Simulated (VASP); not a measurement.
Input of a VASP 6.6.1 run:

The input INCAR:

```
SYSTEM = CdS
ALGO = Normal
EDIFF = 1E-6
ENCUT = 520
GGA = PE
ISIF = 2
ISMEAR = 1
LASPH = .TRUE.
LCHARG = .FALSE.
LREAL = .FALSE.
LWAVE = .FALSE.
NBANDS = 16
NELM = 80
PREC = Accurate
SIGMA = 0.1
```

Contents of KPOINTS:

```
k-points
0
G
  6 6 6
  0 0 0
```

The input POSCAR:

```
CdS
1.0
    4.1907505178      0.0000000000      0.0000000000
    2.0953752589      3.6292964093      0.0000000000
    2.0953752589      1.2097654698      3.4217334693
Cd S
1 1
Direct
    0.0000000000      0.0000000000      0.0000000000
    0.2500000000      0.2500000000      0.2500000000
```

Potentials or basis: VASP PAW PBE potentials, release 64 (Cd, S).

Run with:

```sh
$ cat potpaw_PBE.64/Cd/POTCAR potpaw_PBE.64/S/POTCAR > POTCAR
$ mpirun -np 1 vasp_std > vasp.out
```

Question: What does it give for the band gap on the k mesh?

Answer: 1.04 eV, direct.

Question: Estimate the pressure.

Answer: 0.3 GPa.

As with any semilocal functional, this PBE gap is likely too small.
